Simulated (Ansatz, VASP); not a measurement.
## One calculation of MnHg, two programs

INCAR

```
ALGO = Normal
EDIFF = 1E-7
ENCUT = 520
GGA = PE
ISIF = 2
ISMEAR = -1
ISPIN = 2
LASPH = True
LCHARG = False
LMAXMIX = 4
LORBIT = 11
LREAL = False
LWAVE = False
MAGMOM = 3.9 -3.9 0 0
NBANDS = 37
NELM = 150
PREC = Accurate
SIGMA = 0.025
```

Contents of KPOINTS:

```
k-points
0
Gamma
  9 9 5
```

File POSCAR:

```
MnHg
1.0
    3.3150000000      0.0000000000      0.0000000000
    0.0000000000      3.3150000000      0.0000000000
    0.0000000000      0.0000000000      6.6300000000
Mn Hg
2 2
Direct
    0.5000000000      0.5000000000      0.2500000000
    0.5000000000      0.5000000000      0.7500000000
    0.0000000000      0.0000000000      0.0000000000
    0.0000000000      0.0000000000      0.5000000000
```

Input for Ansatz:

```yaml
crystal:
  lattice:
    - [3.315, 0.0, 0.0]
    - [0.0, 3.315, 0.0]
    - [0.0, 0.0, 6.63]
  atoms:
    - { symbol: Mn, position: [0.5, 0.5, 0.25], spin: 3.9 }
    - { symbol: Mn, position: [0.5, 0.5, 0.75], spin: -3.9 }
    - { symbol: Hg, position: [0.0, 0.0, 0.0] }
    - { symbol: Hg, position: [0.0, 0.0, 0.5] }
magnetization:
  spin_polarized: true
kpoints:
  mp_grid: { grid: [9, 9, 5] }
scf:
  occupations: { method: fermi_dirac, width: 0.025 }
  lower_state_search: "off"
hamiltonian:
  xc: pbe
  pseudopotentials: { kind: paw }
output:
  eigenvalues: false
  eigenstates:
    nscf_kmesh: { grid: [9, 9, 5] }
    top_band: c49
    exchange_couplings: { magnetic: [{ species: Mn }] }
```

Alike in both runs: task single point; functional PBE; k mesh 9 × 9 × 5; occupations fermi-dirac, width 0.025 eV; collinear spin.

```csv
,VASP,Ansatz
version,VASP 6.6.1,Ansatz 0.2.0
potentials or method,"VASP PAW PBE potentials, release 64 (Mn_pv, Hg)","PAW with Ansatz's default frozen-core files, scalar-relativistic"
plane-wave cutoff (eV),520,420
valence electrons in the cell,50,70
```

Ansatz gave:

| Quantity | Value |
| --- | --- |
| net moment per atom (μB) | 0.00 |
| size of the moment on the site where the two differ most (μB) | 3.90 |

Task: What did VASP give for the same quantities?

Result: net moment per atom (μB): 0.00; size of the moment on the site where the two differ most (μB): 3.84.

Site moments also hang on the region over which each program counts them. VASP's potentials hold 50 valence electrons a cell and Ansatz's 70, so a difference there can come from the potentials and not from the codes.

Neither program's run includes spin-orbit coupling.
